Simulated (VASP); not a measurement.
Set up this calculation in VASP 6.6.1, as the native input.

```
Task                   : single point
Functional             : PBE
Potentials or basis    : VASP PAW PBE potentials, release 64 (Zn)
Cutoff                 : 520 eV
k mesh                 : 49 × 49 × 49
Occupations            : fermi-dirac, width 0.0612256 eV
Spin                   : no spin polarisation
Dipole correction      : no
Further INCAR settings : ALGO = Normal; EDIFF = 1e-06; NBANDS = 12
```

The structure of Zn lies in POSCAR:

```
Zn
1.0
   -1.5551790959      1.5551790959      1.5551790959
    1.5551790959     -1.5551790959      1.5551790959
    1.5551790959      1.5551790959     -1.5551790959
Zn
1
Direct
    0.0000000000      0.0000000000      0.0000000000
```

These files were run (other wordings do the same):

INCAR

```
SYSTEM = Zn
PREC     = Accurate       ! precision mode
ENCUT    = 520            ! plane-wave cutoff, eV
EDIFF    = 1E-6           ! SCF threshold, eV
ISMEAR   = -1             ! smearing method
SIGMA    = 0.06122561905347299 ! smearing width, eV
LREAL    = .FALSE.        ! projectors in reciprocal space
LASPH    = .TRUE.         ! aspherical terms in the spheres
NELM     = 60             ! most SCF steps
ALGO     = Normal         ! electronic algorithm
ISIF     = 2              ! what is computed and relaxed
LWAVE    = .FALSE.        ! write WAVECAR
LCHARG   = .FALSE.        ! write CHGCAR
GGA      = PE             ! functional
NBANDS   = 12             ! bands
```

KPOINTS

```
Automatic mesh
0
G
  49 49 49
  0 0 0
```

Potentials or basis: VASP PAW PBE potentials, release 64 (Zn).

Launch:

```bash
$ cat potpaw_PBE.64/Zn/POTCAR > POTCAR
$ mpirun -np 1 vasp_std > vasp.out
```

It gave:

* Pressure: 1.8 GPa
* Band gap on the k mesh: zero (band 6 reaches 7.42 eV, above the bottom of band 7 at 2.34 eV)

Wall time 6.1 min on 1 thread of Oxide Virtual Turin-like Processor, with other jobs on the host, peak memory 0.53 GiB.
